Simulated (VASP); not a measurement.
# As (P6_3/mmc) in VASP: a series of runs

As is run at these levels: PBE; tasks: single point.

Program: VASP 6.6.1. These are calculated values, not measurements. Logs are shortened: lines on timing, memory, paths and dates and some standing lists are left out, and cuts for length are marked.

## (1) The cell of the first run

The structure is hexagonal, space group P6_3/mmc (No. 194). The conventional cell has a = 2.847 Å, b = 2.847 Å, c = 4.862 Å, α = 90.00°, β = 90.00°, γ = 120.00°. As (site symmetry -6m2) has 12 As at 2.85 to 2.93 Å within 3.8 Å.

This isn't the form of As at room conditions, which is rhombohedral.

## (2) Single point, PBE

Contents of INCAR:

```
SYSTEM = As
PREC = Accurate
ENCUT = 520
EDIFF = 1E-7
ISMEAR = -1
SIGMA = 0.1
LREAL = .FALSE.
LASPH = .TRUE.
NELM = 100
ALGO = Normal
ISIF = 2
LWAVE = .FALSE.
LCHARG = .FALSE.
GGA = PE
NBANDS = 12
```

Contents of KPOINTS:

```
Automatic mesh
0
G
  16 16 9
  0 0 0
```

Contents of POSCAR:

```
As
1.0
    2.8473252136      0.0000000000      0.0000000000
   -1.4236626068      2.4658559678      0.0000000000
    0.0000000000      0.0000000000      4.8624528621
As
2
Direct
    0.3333333333      0.6666666667      0.2500000000
    0.6666666667      0.3333333333      0.7500000000
```

Potentials or basis: VASP PAW PBE potentials, release 64 (As).

Run with:

```sh
$ cat potpaw_PBE.64/As/POTCAR > POTCAR
$ mpirun -np 1 vasp_std > vasp.out
```

OUTCAR:

```text
SYSTEM = As
   PREC = Accurate
   ENCUT = 520
   EDIFF = 1E-7
   ISMEAR = -1
   LREAL = .FALSE.
   LASPH = .TRUE.
   NELM = 100
   ISIF = 2
   GGA = PE

 ion  position               nearest neighbor table
   1  0.333  0.667  0.250-
   2  0.667  0.333  0.750-

  LATTYP: Found a hexagonal cell.
 ALAT       =     2.8473252136
 C/A-ratio  =     1.7077265494

  Lattice vectors:

 A1 = (   2.8473252136,   0.0000000000,   0.0000000000)
 A2 = (  -1.4236626068,   2.4658559678,   0.0000000000)
 A3 = (   0.0000000000,   0.0000000000,   4.8624528621)

Analysis of symmetry for initial positions (statically):
=====================================================================
 Subroutine PRICEL returns:
 Original cell was already a primitive cell.

 Routine SETGRP: Setting up the symmetry group for a
 hexagonal supercell.

 Subroutine GETGRP returns: Found 24 space group operations
 (whereof 12 operations were pure point group operations)
 out of a pool of 24 trial point group operations.

The static configuration has the point symmetry D_3d.
 The point group associated with its full space group is D_6h.

Analysis of symmetry for dynamics (positions and initial velocities):
=====================================================================
 Subroutine PRICEL returns:
 Original cell was already a primitive cell.

 Routine SETGRP: Setting up the symmetry group for a
 hexagonal supercell.

 Subroutine GETGRP returns: Found 24 space group operations
 (whereof 12 operations were pure point group operations)
 out of a pool of 24 trial point group operations.

The dynamic configuration has the point symmetry D_3d.
 The point group associated with its full space group is D_6h.

 Subroutine INISYM returns: Found 24 space group operations
 (whereof 12 operations are pure point group operations),
 and found     1 'primitive' translations

----------------------------------------------------------------------------------------

                                     Primitive cell

  volume of cell :      34.1397

  direct lattice vectors                    reciprocal lattice vectors
     2.847325214  0.000000000  0.000000000     0.351206808  0.202769345  0.000000000
    -1.423662607  2.465855968  0.000000000     0.000000000  0.405538690  0.000000000
     0.000000000  0.000000000  4.862452862     0.000000000  0.000000000  0.205657521

  length of vectors
     2.847325214  2.847325214  4.862452862     0.405538690  0.405538690  0.205657521

  position of ions in fractional coordinates (direct lattice)
     0.333333333  0.666666667  0.250000000
     0.666666667  0.333333333  0.750000000

  ion indices of the primitive-cell ions
   primitive index   ion index
                 1           1
                 2           2

----------------------------------------------------------------------------------------

 KPOINTS: Automatic mesh

Automatic generation of k-mesh.
 Grid dimensions read from file:
 generate k-points for:   16   16    9

 Generating k-lattice:

  Cartesian coordinates                     Fractional coordinates (reciprocal lattice)
     0.021950426  0.012673084  0.000000000     0.062500000  0.000000000  0.000000000
     0.000000000  0.025346168  0.000000000     0.000000000  0.062500000  0.000000000
     0.000000000  0.000000000  0.022850836     0.000000000  0.000000000  0.111111111

  Length of vectors
     0.025346168  0.025346168  0.022850836

  Shift w.r.t. Gamma in fractional coordinates (k-lattice)
     0.000000000  0.000000000  0.000000000

 Subroutine IBZKPT returns following result:
 ===========================================

 Found    150 irreducible k-points:

 Following reciprocal coordinates:
            Coordinates               Weight
  0.000000  0.000000  0.000000      1.000000
  0.062500  0.000000  0.000000      6.000000
  0.125000  0.000000  0.000000      6.000000
  0.187500  0.000000  0.000000      6.000000
  0.250000  0.000000  0.000000      6.000000
  0.312500  0.000000  0.000000      6.000000
[... 16 lines left out ...]
  0.187500  0.187500  0.000000      6.000000
  0.250000  0.187500  0.000000     12.000000
 [... further k-points ...]
   k-points           NKPTS =    150   k-points in BZ     NKDIM =    150   number of bands    NBANDS=     12
   number of dos      NEDOS =    301   number of ions     NIONS =      2
   total plane-waves  NPLWV =  20736
   dimension x,y,z NGX =    24 NGY =   24 NGZ =   36
   dimension x,y,z NGXF=    48 NGYF=   48 NGZF=   72
   ions per type =               2
   NGX,Y,Z   is equivalent  to a cutoff of  14.01, 14.01, 12.31 a.u.
   NGXF,Y,Z  is equivalent  to a cutoff of  28.03, 28.03, 24.62 a.u.
 SYSTEM =  As
   PREC   = accura    normal or accurate (medium, high low for compatibility)
   ISTART =      0    job   : 0-new  1-cont  2-samecut
   ICHARG =      2    charge: 1-file 2-atom 10-const
   ISPIN  =      1    spin polarized calculation?
   LNONCOLLINEAR =      F non collinear calculations
   LSORBIT =      F    spin-orbit coupling
   LASPH  =      T    aspherical Exc in radial PAW
   ENCUT  =  520.0 eV  38.22 Ry    6.18 a.u.   5.29  5.29  9.04*2*pi/ulx,y,z
   NELM   =    100;   NELMIN=  2; NELMDL= -5     # of ELM steps
   EDIFF  = 0.1E-06   stopping-criterion for ELM
   LREAL  =      F    real-space projection
   EDIFFG = 0.1E-05   stopping-criterion for IOM
   NSW    =      0    number of steps for IOM
   IBRION =     -1    ionic relax: 0-MD 1-quasi-New 2-CG
   NFREE  =      0    steps in history (QN), initial steepest desc. (CG)
   ISIF   =      2    stress and relaxation
   ISYM   =      2    0-nonsym 1-usesym 2-fastsym
   POTIM  = 0.5000    time-step for ionic-motion
   TEBEG  =    0.0;   TEEND  =   0.0 temperature during run
   PSTRESS=    0.0 pullay stress
   NELECT =      10.0000    total number of electrons
   NUPDOWN=      -1.0000    fix difference up-down
   EMIN   =  10.00;   EMAX   =-10.00  energy-range for DOS
   EFERMI =   0.00;   METHOD = LEGACY
   ISMEAR =    -1;   SIGMA  =   0.10  broadening in eV -4-tet -1-fermi 0-gaus
   EFERMI_NEDOS =   21; number of points for ismear=-14 and -15
   IALGO  =     38    algorithm
   IMIX   =      4    mixing-type and parameters
     AMIX     =   0.40;   BMIX     =  1.00
     AMIX_MAG =   1.60;   BMIX_MAG =  1.00
  volume/ion in A,a.u.               =      17.07       115.19
  Fermi-wavevector in a.u.,A,eV,Ry     =   1.087230  2.054567 16.083027  1.182069
  Thomas-Fermi vector in A             =   2.223385
   LORBIT       =      0    0 simple, 1 ext, 2 COOP (PROOUT), +10 PAW based schemes
   GGA     = PE    functional components
[... 5 lines left out ...]
 non-spin polarized calculation
  energy-cutoff  :      520.00
  volume of cell :       34.14
 maximum number of plane-waves:       933
 NGX is ok and might be reduce to    24
   NGX = 11   NGY = 11   NGZ = 19

 number of electron      10.0000002 magnetization

 Free energy of the ion-electron system (eV)
  ---------------------------------------------------
  ext. energy  EPLUGINS =         0.00000000
  ---------------------------------------------------
  free energy    TOTEN  =        -8.19270431 eV

  energy without entropy =       -8.16096656  energy(sigma->0) =       -8.17683543

 E-fermi :   7.8642     XC(G=0): -11.2606

 val. band max:        7.8575314460   @ k =   0.3750   0.1875   0.0000
 cond. band min:       7.8886713547   @ k =   0.2500   0.2500   0.1111
 fundamental gap:      0.0311399087
 Fermi energy:         7.8641969325

 k-point     1 :       0.0000    0.0000    0.0000
  band No.  band energies     occupation
      1      -8.3437      2.00000
      2      -3.7407      2.00000
      3       0.1544      2.00000
      4      13.0572      0.00000
      5      13.0572      0.00000
      6      13.7870      0.00000
      7      14.7549      0.00000
      8      14.7549      0.00000
      9      18.7560      0.00000
     10      19.3585      0.00000
     11      20.8970      0.00000
     12      20.8970      0.00000

 k-point     2 :       0.0625    0.0000    0.0000
  band No.  band energies     occupation
      1      -8.2503      2.00000
      2      -3.6537      2.00000
      3       0.2492      2.00000
      4      12.0742      0.00000
      5      12.6765      0.00000
      6      13.7589      0.00000
      7      14.2751      0.00000
      8      14.8114      0.00000
      9      19.0220      0.00000
     10      19.4960      0.00000
     11      20.3573      0.00000
     12      21.0362      0.00000

 k-point     3 :       0.1250    0.0000    0.0000
  band No.  band energies     occupation
      1      -7.9707      2.00000
      2      -3.3943      2.00000
      3       0.5327      2.00000
      4      10.0935      0.00000
      5      11.9002      0.00000
      6      13.0087      0.00000
      7      13.6223      0.00000
      8      14.6764      0.00000
      9      17.7929      0.00000
     10      20.1390      0.00000
     11      20.7598      0.00000
     12      20.9663      0.00000

 k-point     4 :       0.1875    0.0000    0.0000
  band No.  band energies     occupation
      1      -7.5062      2.00000
      2      -2.9689      2.00000
      3       1.0019      2.00000
      4       7.9147      0.75281
      5      11.0756      0.00000
      6      11.3469      0.00000
      7      13.2114      0.00000
      8      14.2569      0.00000
      9      16.4555      0.00000
     10      19.1434      0.00000
     11      20.5499      0.00000
     12      20.7604      0.00000

 k-point     5 :       0.2500    0.0000    0.0000
  band No.  band energies     occupation
      1      -6.8602      2.00000
      2      -2.3943      2.00000
      3       1.6506      2.00000
      4       5.7931      2.00000
      5       9.5276      0.00000
      6      10.3312      0.00000
      7      12.3293      0.00000
      8      13.7288      0.00000
      9      15.3859      0.00000
     10      18.1431      0.00000
     11      19.9861      0.00000
     12      21.1932      0.00000
[... 228 lines left out ...]
      1      -3.7399      2.00000
      2      -1.0822      2.00000
      3       2.1665      2.00000
      4       4.5694      2.00000
      5       4.6908      2.00000
      6       6.8456      1.99992
      7       8.2869      0.02878
      8      10.5443      0.00000
      9      15.2429      0.00000
     10      16.6064      0.00000
     11      21.0461      0.00000
     12      21.2994      0.00000

 k-point    22 :       0.4375    0.1250    0.0000
  band No.  band energies     occupation
      1      -3.0330      2.00000
      2      -1.6071      2.00000
      3       2.4382      2.00000
      4       3.8512      2.00000
      5       5.2849      2.00000
      6       6.6666      1.99999
      7       7.5805      1.88932
      8      10.4526      0.00000
      9      15.1271      0.00000
     10      16.5163      0.00000
     11      21.2514      0.00000
     12      21.3369      0.00000

 k-point    23 :       0.1875    0.1875    0.0000
  band No.  band energies     occupation
      1      -5.8572      2.00000
      2      -1.5602      2.00000
      3       2.6516      2.00000
      4       4.8287      2.00000
      5       5.9948      2.00000
      6       9.3648      0.00000
      7      10.3932      0.00000
      8      11.2606      0.00000
      9      15.9156      0.00000
     10      19.3513      0.00000
     11      19.8088      0.00000
     12      20.2527      0.00000

 k-point    24 :       0.2500    0.1875    0.0000
  band No.  band energies     occupation
      1      -4.9668      2.00000
      2      -0.9662      2.00000
      3       3.5313      2.00000
      4       3.5373      2.00000
      5       5.0408      2.00000
      6       7.9150      0.75117
      7       9.5399      0.00000
      8      10.1595      0.00000
      9      14.7921      0.00000
     10      19.2790      0.00000
     11      20.3923      0.00000
     12      21.7467      0.00000

 [... further k-points ...]
[... 5 lines left out ...]
  --------------------------------------------------------------------------------------
  -------------------------------------------------------------------------------------
  Total        2.8813405      2.8813405      2.8658783      0.0000000      0.0000000      0.0000000
  in kB      135.2212607    135.2212607    134.4956224      0.0000000      0.0000000      0.0000000
  external PRESSURE =     134.9793812 kB  Pullay stress =       0.0000000 kB

 VOLUME and BASIS-vectors are now :
 -----------------------------------------------------------------------------
  energy-cutoff  :      520.00
  volume of cell :       34.14
      direct lattice vectors                 reciprocal lattice vectors
     2.847325214  0.000000000  0.000000000     0.351206808  0.202769345  0.000000000
    -1.423662607  2.465855968  0.000000000     0.000000000  0.405538690  0.000000000
     0.000000000  0.000000000  4.862452862     0.000000000  0.000000000  0.205657521

 POSITION                                       TOTAL-FORCE (eV/Angst)
 -----------------------------------------------------------------------------------
     -0.00000      1.64390      1.21561         0.000000      0.000000      0.000000
      1.42366      0.82195      3.64684        -0.000000      0.000000      0.000000
 -----------------------------------------------------------------------------------
    total drift:                                0.000000     -0.000000      0.000000

  FREE ENERGIE OF THE ION-ELECTRON SYSTEM (eV)
  ---------------------------------------------------
  free  energy   TOTEN  =        -8.1927043080 eV

  energy  without entropy=       -8.1609665583  energy(sigma->0) =       -8.17683543
```

Run time: 35 s. Hardware: 1 thread of Intel Xeon 8259CL, shared host; peak memory 0.19 GiB.

Results:

* Free energy: -8.1927 eV
* Pressure: 13.5 GPa
* Band gap on the k mesh: zero (bands 5 and 6 overlap by 9.72 eV)

Levels at points of the mesh, in eV from the Fermi level:
```tsv
k point	band 1	band 2	band 3	band 4	band 5	band 6	band 7	band 8	band 9	band 10
(0.00, 0.00, 0.00)	-16.21	-11.60	-7.71	5.19	5.19	5.92	6.89	6.89	10.89	11.49
(0.50, 0.00, 0.00)	-11.15	-9.66	-5.61	-4.29	-2.86	-0.39	1.04	4.65	5.76	9.60
```

Caveat: the cell stands under pressure.

[end of part 1 of 2]

The gap in the log of VASP goes by the Fermi energy; the results here count the filled bands.